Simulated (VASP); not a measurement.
# B18N19 (a cell with a defect) in VASP: further runs

B18N19 (a cell with a defect) is run at these levels: PBEsol; tasks: single point.

Everything below comes from runs of VASP 6.6.1. Logs are shortened: lines on timing, memory, paths and dates and some standing lists are left out, and cuts for length are marked.

## Step 1: The cell of the first run

The cell holds a defect, 37 atoms: a = 7.495 Å, b = 7.495 Å, c = 6.636 Å, α = 90.00°, β = 90.00°, γ = 120.00°.

## Step 2: Single point, PBEsol, collinear spin

The input, INCAR:

```
SYSTEM = B18N19
PREC = Accurate ; ENCUT = 520
EDIFF = 1E-7 ; ISMEAR = -1
SIGMA = 0.02 ; LREAL = Auto
LASPH = .True. ; NELM = 150
ALGO = Normal ; ISIF = 2
LWAVE = .False. ; LCHARG = .False.
ISPIN = 2 ; MAGMOM = 0 0 0 0 0 0 0 0 0 0 0 0 0 0 0 0 0 0 0.08 0.13 0 0 0.08 0 0.08 0 0 0 0 0 0 0 0 0 0 0 1.28
LORBIT = 11 ; GGA = PS
NBANDS = 102
```

The input, KPOINTS:

```
regular mesh
0
Gamma
  2 2 2
  0 0 0
```

The input, POSCAR:

```
B18N19
1.0
    7.4947200000      0.0000000000      0.0000000000
   -3.7473600000      6.4906180000      0.0000000000
    0.0000000000      0.0000000000      6.6357000000
B N
18 19
Direct
    0.1158838228      0.2293926403      0.1921425019
    0.2086057534      0.1163063363      0.7491899875
    0.1188078499      0.5676346998      0.1957442320
    0.2145783607      0.4483702476      0.7591964676
    0.1103673300      0.9013471444      0.2620823726
    0.2295133213      0.7919276716      0.8209533282
    0.4469806701      0.2284528222      0.1815784318
    0.5617442108      0.1041041084      0.8008348780
    0.4376612001      0.5680660917      0.2252814323
    0.5472493506      0.4258146143      0.7879500279
    0.4558151742      0.9055994360      0.2312491523
    0.5475698498      0.7830533240      0.7804903778
    0.7971820129      0.2449073416      0.2317012523
    0.8797802383      0.1105595800      0.7631448076
    0.7722151764      0.5666486612      0.2402308724
    0.8819219216      0.4356287799      0.7893364679
    0.7741243862      0.9069706459      0.2648552526
    0.8789204550      0.7758429167      0.8061847281
    0.1088581998      0.2220127575      0.7764214778
    0.2356219988      0.1101898155      0.1836279518
    0.1115449317      0.5597001703      0.7841523878
    0.2270583644      0.4592937067      0.1886462619
    0.1161861507      0.8967867158      0.8030200280
    0.2298058054      0.7987837214      0.2320629323
    0.4436395052      0.2136314292      0.7983784680
    0.5754283705      0.1309120333      0.2291845623
    0.4451608074      0.5485610153      0.7509983875
    0.5355255107      0.4419147761      0.2256732523
    0.4419383415      0.8906547882      0.8250975783
    0.5567819413      0.7871207333      0.2743945627
    0.7882609711      0.2299472870      0.7529876275
    0.8888642958      0.1208821718      0.2416022424
    0.7667792326      0.5477444521      0.8087918381
    0.8868337758      0.4541786314      0.2042286420
    0.7741651817      0.8840760618      0.7687207077
    0.8863451954      0.7911727358      0.2726765827
    0.2393440241      0.0877728438      0.5162831352
```

Potentials or basis: VASP PAW PBE potentials, release 64 (B, N).

The run is started by

```sh
$ cat potpaw_PBE.64/B/POTCAR potpaw_PBE.64/N/POTCAR > POTCAR
$ mpirun -np 1 vasp_std > vasp.out
```

OUTCAR:

```text
SYSTEM = B18N19
   PREC = Accurate
   ENCUT = 520
   EDIFF = 1E-7
   ISMEAR = -1
   LREAL = Auto
   LASPH = .True.
   NELM = 150
   ISIF = 2
   ISPIN = 2
   LORBIT = 11
   GGA = PS

 ion  position               nearest neighbor table
   1  0.116  0.229  0.192-  22 1.49  32 1.51  20 1.55
   2  0.209  0.116  0.749-  19 1.35  23 1.47  25 1.57  37 1.59
   3  0.119  0.568  0.196-  22 1.41  34 1.51  24 1.52
   4  0.215  0.448  0.759-  21 1.40  19 1.47  27 1.50
   5  0.110  0.901  0.262-  36 1.46  24 1.46  20 1.46
   6  0.230  0.792  0.821-  29 1.38  23 1.42  21 1.53
   7  0.447  0.228  0.182-  20 1.38  28 1.42  26 1.50
   8  0.562  0.104  0.801-  29 1.40  25 1.48  31 1.51
[... 26 lines left out ...]
  35  0.774  0.884  0.769-  18 1.40  14 1.47  12 1.48
  36  0.886  0.791  0.273-   5 1.46  15 1.47  17 1.48
  37  0.239  0.088  0.516-   2 1.59

  LATTYP: Found a hexagonal cell.
 ALAT       =     7.4947200000
 C/A-ratio  =     0.8853833099

  Lattice vectors:

 A1 = (   7.4947200000,   0.0000000000,   0.0000000000)
 A2 = (  -3.7473600000,   6.4906180000,   0.0000000000)
 A3 = (   0.0000000000,   0.0000000000,   6.6357000000)

Analysis of symmetry for initial positions (statically):
=====================================================================
 Subroutine PRICEL returns:
 Original cell was already a primitive cell.

 Routine SETGRP: Setting up the symmetry group for a
 hexagonal supercell.

 Subroutine GETGRP returns: Found  1 space group operations
 (whereof  1 operations were pure point group operations)
 out of a pool of 24 trial point group operations.

The static configuration has the point symmetry C_1 .

Analysis of symmetry for dynamics (positions and initial velocities):
=====================================================================
 Subroutine PRICEL returns:
 Original cell was already a primitive cell.

 Routine SETGRP: Setting up the symmetry group for a
 hexagonal supercell.

 Subroutine GETGRP returns: Found  1 space group operations
 (whereof  1 operations were pure point group operations)
 out of a pool of 24 trial point group operations.

The dynamic configuration has the point symmetry C_1 .

Analysis of structural, dynamic, and magnetic symmetry:
=====================================================================
 Subroutine PRICEL returns:
 Original cell was already a primitive cell.

 Routine SETGRP: Setting up the symmetry group for a
 hexagonal supercell.

 Subroutine GETGRP returns: Found  1 space group operations
 (whereof  1 operations were pure point group operations)
 out of a pool of 24 trial point group operations.

The overall configuration has the point symmetry C_1 .

 Subroutine INISYM returns: Found  1 space group operations
 (whereof  1 operations are pure point group operations),
 and found     1 'primitive' translations

----------------------------------------------------------------------------------------

                                     Primitive cell

  volume of cell :     322.7960

  direct lattice vectors                    reciprocal lattice vectors
     7.494720000  0.000000000  0.000000000     0.133427266  0.077034267  0.000000000
    -3.747360000  6.490618000  0.000000000     0.000000000  0.154068534  0.000000000
     0.000000000  0.000000000  6.635700000     0.000000000  0.000000000  0.150700002

  length of vectors
     7.494720000  7.494720074  6.635700000     0.154068536  0.154068534  0.150700002

  position of ions in fractional coordinates (direct lattice)
     0.115883823  0.229392640  0.192142502
     0.208605753  0.116306336  0.749189988
     0.118807850  0.567634700  0.195744232
     0.214578361  0.448370248  0.759196468
     0.110367330  0.901347144  0.262082373
     0.229513321  0.791927672  0.820953328
[... 29 lines left out ...]
     0.886345195  0.791172736  0.272676583
     0.239344024  0.087772844  0.516283135

  ion indices of the primitive-cell ions
   primitive index   ion index
                 1           1
                 2           2
[... 70 lines left out ...]
  0.000000  0.500000  0.500000      1.000000
  0.500000  0.500000  0.500000      1.000000
   k-points           NKPTS =      8   k-points in BZ     NKDIM =      8   number of bands    NBANDS=    102
   number of dos      NEDOS =    301   number of ions     NIONS =     37
   total plane-waves  NPLWV = 156800
   dimension x,y,z NGX =    56 NGY =   56 NGZ =   50
   dimension x,y,z NGXF=   112 NGYF=  112 NGZF=  100
   ions per type =              18  19
   NGX,Y,Z   is equivalent  to a cutoff of  12.42, 12.42, 12.53 a.u.
   NGXF,Y,Z  is equivalent  to a cutoff of  24.84, 24.84, 25.05 a.u.
 SYSTEM =  B18N19
   PREC   = accura    normal or accurate (medium, high low for compatibility)
   ISTART =      0    job   : 0-new  1-cont  2-samecut
   ICHARG =      2    charge: 1-file 2-atom 10-const
   ISPIN  =      2    spin polarized calculation?
   LNONCOLLINEAR =      F non collinear calculations
   LSORBIT =      F    spin-orbit coupling
   LASPH  =      T    aspherical Exc in radial PAW
   ENCUT  =  520.0 eV  38.22 Ry    6.18 a.u.  13.94 13.94 12.34*2*pi/ulx,y,z
   NELM   =    150;   NELMIN=  2; NELMDL= -5     # of ELM steps
   EDIFF  = 0.1E-06   stopping-criterion for ELM
   LREAL  =      T    real-space projection
   EDIFFG = 0.1E-05   stopping-criterion for IOM
   NSW    =      0    number of steps for IOM
   IBRION =     -1    ionic relax: 0-MD 1-quasi-New 2-CG
   NFREE  =      0    steps in history (QN), initial steepest desc. (CG)
   ISIF   =      2    stress and relaxation
   ISYM   =      2    0-nonsym 1-usesym 2-fastsym
   POTIM  = 0.5000    time-step for ionic-motion
   TEBEG  =    0.0;   TEEND  =   0.0 temperature during run
   PSTRESS=    0.0 pullay stress
   NELECT =     149.0000    total number of electrons
   NUPDOWN=      -1.0000    fix difference up-down
   EMIN   =  10.00;   EMAX   =-10.00  energy-range for DOS
   EFERMI =   0.00;   METHOD = LEGACY
   ISMEAR =    -1;   SIGMA  =   0.02  broadening in eV -4-tet -1-fermi 0-gaus
   EFERMI_NEDOS =   21; number of points for ismear=-14 and -15
   IALGO  =     38    algorithm
   IMIX   =      4    mixing-type and parameters
     AMIX     =   0.40;   BMIX     =  1.00
     AMIX_MAG =   1.60;   BMIX_MAG =  1.00
  volume/ion in A,a.u.               =       8.72        58.87
  Fermi-wavevector in a.u.,A,eV,Ry     =   1.265205  2.390891 21.779435  1.600743
  Thomas-Fermi vector in A             =   2.398470
   LORBIT       =     11    0 simple, 1 ext, 2 COOP (PROOUT), +10 PAW based schemes
   GGA     = PS    functional components
   LHFCALC =     F    Hartree Fock is set to
   AEXX    =    0.0000 exact exchange contribution
   IVDW    =     0    specifies the selected vdW correction
   LEPSILON=     F    determine dielectric tensor
   LRPA    =     F    only Hartree local field effects (RPA)
 spin polarized calculation
  energy-cutoff  :      520.00
  volume of cell :      322.80
 maximum number of plane-waves:      8725
 NGX is ok and might be reduce to    56
   NGX = 27   NGY = 27   NGZ = 25

 number of electron     148.9999994 magnetization       1.9999343

 Free energy of the ion-electron system (eV)
  ---------------------------------------------------
  ext. energy  EPLUGINS =         0.00000000
  ---------------------------------------------------
  free energy    TOTEN  =      -326.19544808 eV

  energy without entropy =     -326.19524843  energy(sigma->0) =     -326.19534826

 E-fermi :   3.3611     XC(G=0): -10.5091

 val. band max:        3.2580600427   @ k =   0.5000   0.0000   0.5000
 cond. band min:       3.4741698701   @ k =   0.5000   0.0000   0.0000
 fundamental gap:      0.2161098274
 Fermi energy:         3.3610565232

 spin component 1

 k-point     1 :       0.0000    0.0000    0.0000
  band No.  band energies     occupation
      1     -15.6289      1.00000
      2     -15.0262      1.00000
      3     -14.1039      1.00000
      4     -14.0063      1.00000
      5     -13.5680      1.00000
      6     -13.5467      1.00000
[... 701 lines left out ...]
     85       8.8601      0.00000
     86       9.1195      0.00000
 Fermi energy:         3.3610565232

 spin component 2

 k-point     1 :       0.0000    0.0000    0.0000
  band No.  band energies     occupation
      1     -15.5738      1.00000
      2     -15.0090      1.00000
      3     -14.0890      1.00000
      4     -13.8377      1.00000
      5     -13.5461      1.00000
      6     -13.5253      1.00000
[... 701 lines left out ...]
     85       9.0444      0.00000
     86       9.1820      0.00000
 [bands above 86 left out]

------------------------ aborting loop because EDIFF is reached ----------------------------------------

  FORCE on cell =-STRESS in cart. coord.  units (eV):
  Direction    XX          YY          ZZ          XY          YZ          ZX
  --------------------------------------------------------------------------------------
  -------------------------------------------------------------------------------------
  Total        6.1715003      4.7178543      6.3560019     -4.0957153     -2.4753591      1.0624312
  in kB       30.6318434     23.4167654     31.5476051    -20.3288182    -12.2862851      5.2733084
  external PRESSURE =      28.5320713 kB  Pullay stress =       0.0000000 kB

 VOLUME and BASIS-vectors are now :
 -----------------------------------------------------------------------------
  energy-cutoff  :      520.00
  volume of cell :      322.80
      direct lattice vectors                 reciprocal lattice vectors
     7.494720000  0.000000000  0.000000000     0.133427266  0.077034267  0.000000000
    -3.747360000  6.490618000  0.000000000     0.000000000  0.154068534  0.000000000
     0.000000000  0.000000000  6.635700000     0.000000000  0.000000000  0.150700002

 POSITION                                       TOTAL-FORCE (eV/Angst)
 -----------------------------------------------------------------------------------
      0.00890      1.48890      1.27500         0.542782     -0.372503      0.450450
      1.12760      0.75490      4.97140         5.880677     -2.354559     -0.258329
     -1.23670      3.68430      1.29890        -2.635955      1.922748      1.489614
     -0.07200      2.91020      5.03780         2.980877     -0.678242      0.615964
     -2.55050      5.85030      1.73910         1.483932      0.024895     -0.696335
     -1.24750      5.14010      5.44760        -2.426616     -3.185091     -1.181085
[... 29 lines left out ...]
      3.67810      5.13520      1.80940        -0.151916     -0.614442     -0.341538
      1.46490      0.56970      3.42590        -0.007953     -1.014386     -0.510340
 -----------------------------------------------------------------------------------
    total drift:                                0.009266      0.004491      0.000998

  FREE ENERGIE OF THE ION-ELECTRON SYSTEM (eV)
  ---------------------------------------------------
  free  energy   TOTEN  =      -326.1954480844 eV

  energy  without entropy=     -326.1952484287  energy(sigma->0) =     -326.19534826

 total charge

# of ion       s       p       d       tot
------------------------------------------
    1        0.692   1.247   0.000   1.939
    2        0.742   1.546   0.000   2.289
    3        0.724   1.357   0.000   2.081
    4        0.737   1.405   0.000   2.142
    5        0.719   1.386   0.000   2.106
    6        0.747   1.438   0.000   2.184
[... 29 lines left out ...]
   36        1.214   2.745   0.000   3.959
   37        1.345   2.126   0.000   3.471
--------------------------------------------------
tot         36.667  77.360   0.000 114.026

 magnetization (x)

# of ion       s       p       d       tot
------------------------------------------
    1        0.000  -0.003   0.000  -0.003
    2       -0.004  -0.006   0.000  -0.010
    3       -0.000   0.000   0.000   0.000
    4       -0.000   0.001   0.000   0.001
    5       -0.001  -0.003   0.000  -0.004
    6        0.001   0.008   0.000   0.009
[... 29 lines left out ...]
   36        0.002   0.020   0.000   0.022
   37        0.028   1.071   0.000   1.098
--------------------------------------------------
tot          0.042   1.351   0.000   1.393
```

Wall time 30 min (1 thread of Oxide Virtual Turin-like, shared host); peak memory 0.67 GiB.

Results:

* Free energy: -326.1954 eV
* Pressure: 2.9 GPa
* Largest force: 6.469 eV/Å
* Net moment: 2.00 μB per cell
* Site moments: B -0.00, -0.01, +0.00, +0.01 (each value once); N +0.07, +0.02, +0.00, +0.04, +0.03, +0.05, -0.00, +0.01, +1.10 (each value once) μB
* Valence electrons inside the program's atomic spheres: B 1.94, 2.29, 2.08, 2.14, 2.11, 2.18, 2.22, 2.12, 2.20, 2.23, 2.32, 2.19, 1.98 (each value once); N 4.04, 3.97, 3.96, 4.05, 3.94, 3.95, 3.90, 4.11, 4.01, 4.08, 4.03, 4.00, 3.47 (each value once)

Forces on the atoms (eV/Å):
```
B    0.543 -0.373  0.450
B    5.881 -2.355 -0.258
B   -2.636  1.923  1.490
B    2.981 -0.678  0.616
B    1.484  0.025 -0.696
B   -2.427 -3.185 -1.181
B    2.998  0.564  1.741
B   -1.659  2.968 -0.839
B    2.698 -0.216  0.856
B   -0.847  3.551 -0.670
B   -0.861  0.541  1.382
B    3.028 -3.589 -0.582
B   -2.357 -1.996 -0.157
B    4.130 -0.812  0.307
B   -0.507 -0.847 -0.330
B    0.070  5.111  0.053
B    2.051 -2.136  0.328
B    2.699 -1.012 -0.999
N   -5.312  2.486  0.254
N   -6.395  0.923 -0.315
N   -1.474  1.115  0.476
N   -1.133 -2.177 -0.072
N   -3.014 -1.737  0.642
N    0.781 -3.092 -0.377
N   -0.156 -1.006  0.115
N   -1.924 -1.142 -0.904
N   -2.486  1.250  0.837
N    2.689  3.528 -0.139
N    2.704  0.022 -0.732
N   -1.498 -0.027 -1.390
N   -3.393 -4.100  0.721
N    3.176  2.037 -0.657
N    1.661  0.583 -0.111
N    1.196  3.634  0.564
N   -2.531  1.850  0.428
N   -0.152 -0.614 -0.342
N   -0.008 -1.014 -0.510
```

Caveat: the k points lie up to 0.48 Å⁻¹ apart; the PAW data sets were made with another functional, which shifts forces and pressure a little.

(Part 1 of 2 ends here.)
